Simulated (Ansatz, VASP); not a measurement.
**One calculation of LiCl, two programs**

The input INCAR:

```
ALGO = Normal
EDIFF = 1E-6
ENCUT = 520
GGA = PE
ISIF = 2
ISMEAR = 0
LASPH = True
LCHARG = False
LREAL = False
LWAVE = False
NBANDS = 18
NELM = 100
PREC = Accurate
SIGMA = 0.01
```

Contents of KPOINTS:

```
k-points
0
Gamma
  6 6 4
```

The input POSCAR:

```
LiCl
1.0
    4.2290557190      0.0000000000      0.0000000000
   -2.1145278595      3.6624696866      0.0000000000
    0.0000000000      0.0000000000      5.3393886370
Li Cl
2 2
Direct
    0.3333333333      0.6666666667      0.2500000000
    0.6666666667      0.3333333333      0.7500000000
    0.6666666667      0.3333333333      0.2500000000
    0.3333333333      0.6666666667      0.7500000000
```

Input for Ansatz:

```yaml
crystal:
  lattice:
    - [4.229055719, 0.0, 0.0]
    - [-2.1145278595, 3.6624696866, 0.0]
    - [0.0, 0.0, 5.339388637]
  atoms:
    - { symbol: Li, position: [0.3333333333, 0.6666666667, 0.25] }
    - { symbol: Li, position: [0.6666666667, 0.3333333333, 0.75] }
    - { symbol: Cl, position: [0.6666666667, 0.3333333333, 0.25] }
    - { symbol: Cl, position: [0.3333333333, 0.6666666667, 0.75] }
kpoints:
  mp_grid: { grid: [6, 6, 4] }
hamiltonian:
  xc: pbe
scf:
  occupations: { method: fixed }
  n_extra_bands: 5
output:
  forces: true
  stress: true
  eigenvalues: true
```

Alike in both runs: task single point; functional PBE; k mesh 6 × 6 × 4; no spin polarisation.

```csv
,VASP,Ansatz
version,VASP 6.6.1,Ansatz 0.2.0
potentials or method,"VASP PAW PBE potentials, release 64 (Li_sv, Cl)","plane waves, PAW"
plane-wave cutoff (eV),520,420
occupations,"gaussian, width 0.01 eV",fixed
valence electrons in the cell,20,20
```

|  | VASP | Ansatz | Ansatz less VASP |
| --- | --- | --- | --- |
| gap on the k mesh at the Fermi level (eV) | 5.49 | 5.49 | -0.007 |

Noted on VASP's run: the cutoff is short for stress, so the pressure is rough.
